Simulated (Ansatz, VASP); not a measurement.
FeGe: VASP beside Ansatz

```xyz
8
Lattice="4.5793 0.0000 0.0000 0.0000 4.5793 0.0000 0.0000 0.0000 4.5793" Properties=species:S:1:pos:R:3 pbc="T T T"
Fe    0.6193    0.6193    0.6193
Fe    1.6703    3.9600    2.9090
Fe    2.9090    1.6703    3.9600
Fe    3.9600    2.9090    1.6703
Ge    3.8422    3.8422    3.8422
Ge    3.0267    0.7371    1.5525
Ge    1.5525    3.0267    0.7371
Ge    0.7371    1.5525    3.0267
```

Alike in both runs: functional PBE; k mesh 8 × 8 × 8; occupations gaussian, width 0.05 eV; no spin polarisation.

Ansatz relaxed the structure, and its values are those at the end. VASP's run is a single point on that final structure, the one shown.

|  | VASP | Ansatz |
| --- | --- | --- |
| version | VASP 6.6.1 | Ansatz 0.2.0 |
| potentials or method | VASP PAW PBE potentials, release 64 (Fe, Ge_d), cutoff 520 eV | scalar-relativistic, plane waves, PAW |
| valence electrons in the cell | 88 | 120 |

```csv
,VASP,Ansatz,Ansatz less VASP
gap on the k mesh at the Fermi level (eV),0.12,0.12,+0.006
least direct gap on the mesh (eV),0.14,0.15,+0.006
pressure (GPa),8.1,7.7,-0.33
rms of the force components (eV/Å),0.013,0.000,-0.0126
```

The functional is the same, so the differences come from potentials, cutoffs and numerics. VASP's potentials hold 88 valence electrons a cell and Ansatz's 120, so a difference there can come from the potentials and not from the codes. Ansatz's warnings: stress scf threshold loose.
